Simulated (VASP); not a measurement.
Bi:

```
Bi
1.0
     2.28252    1.31781    3.96408
    -2.28252    1.31781    3.96408
     0.00000   -2.63562    3.96408
Bi
2
Direct
  0.76600 0.76600 0.76600
  0.23400 0.23400 0.23400
```

Base run:

- Program: VASP 6.6.1
- Functional: r2SCAN
- Potentials or basis: VASP PAW PBE potentials, release 64 (Bi_d)
- Cutoff: 520 eV
- k mesh: 7 × 7 × 7
- Occupations: fermi-dirac, width 0.05 eV
- Spin: no spin polarisation

Its results: pressure 0.1 GPa; largest force 0.063 eV/Å.

Problem. The run is repeated on the same cell with these changes: functional from r2SCAN to LDA; potentials or basis from VASP PAW PBE potentials, release 64 (Bi_d) to VASP PAW LDA potentials, release 64 (Bi_d). What comes out?

Solution. Pressure -2.4 GPa; largest force 0.018 eV/Å.

Caveats: the PAW data sets were made with another functional, which shifts forces and pressure a little (at least some runs).
